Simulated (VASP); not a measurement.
# Al: single point with PBE

Al:

```
Al
1.0
     0.00000    2.02316    2.02316
     2.02316    0.00000    2.02316
     2.02316    2.02316    0.00000
Al
1
Direct
  0.00000 0.00000 0.00000
```

```
Program             : VASP 6.6.1
Task                : single point
Functional          : PBE
Potentials or basis : VASP PAW PBE potentials, release 64 (Al)
Cutoff              : 520 eV
k mesh              : 9 × 9 × 9
Occupations         : gaussian, width 0.05 eV
Spin                : no spin polarisation
```

| Item | Value |
| --- | --- |
| Pressure | 0.0 GPa |
| Band gap on the k mesh | zero (an odd number of electrons rules out a gap without spin polarisation) |

Levels at points of the mesh, in eV from the Fermi level:
```
           k point  band 1  band 2  band 3  band 4
(0.00, 0.00, 0.00)  -11.10   12.61   12.61   12.61
```

It took 5.2 s on 1 thread of AMD EPYC 7R43 64-Core Processor (Zen 3), with other jobs on the host, peak memory 0.09 GiB.
